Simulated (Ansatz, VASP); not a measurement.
## Two plane-wave programs on HfN

```xyz
2
Lattice="3.0854 0.0000 0.0000 -1.5427 2.6721 0.0000 0.0000 0.0000 2.8909" Properties=species:S:1:pos:R:3 pbc="T T T"
Hf    0.0000    0.0200    0.0000
N     1.5427    0.8907    1.4454
```

Alike in both runs: task single point; functional r2SCAN; k mesh 12 × 12 × 12; occupations gaussian, width 0.05 eV; no spin polarisation.

|  | VASP | Ansatz |
| --- | --- | --- |
| version | VASP 6.6.1 | Ansatz 0.2.0 |
| potentials or method | VASP PAW PBE potentials, release 64 (Hf_pv, N), cutoff 520 eV | scalar-relativistic, plane waves, PAW |
| valence electrons in the cell | 15 | 31 |

Ansatz gave:

```
gap on the k mesh at the Fermi level (eV)                     : none
pressure (GPa)                                                : 0.0
traceless stress, the component that is largest in VASP (GPa) : 0.53
rms of the force components (eV/Å)                            : 0.063
```

What did VASP give for the same quantities?

gap on the k mesh at the Fermi level (eV): none; pressure (GPa): -2.2; traceless stress, the component that is largest in VASP (GPa): 0.60; rms of the force components (eV/Å): 0.062.

VASP's potentials were made for PBE, not for r2SCAN. Atom by atom the forces differ by 0.001 eV/Å (rms over components). A gap of «none» marks a metal or a gap that the smearing closes. VASP's potentials hold 15 valence electrons a cell and Ansatz's 31, so a difference there can come from the potentials and not from the codes.

Spin-orbit coupling is off throughout.
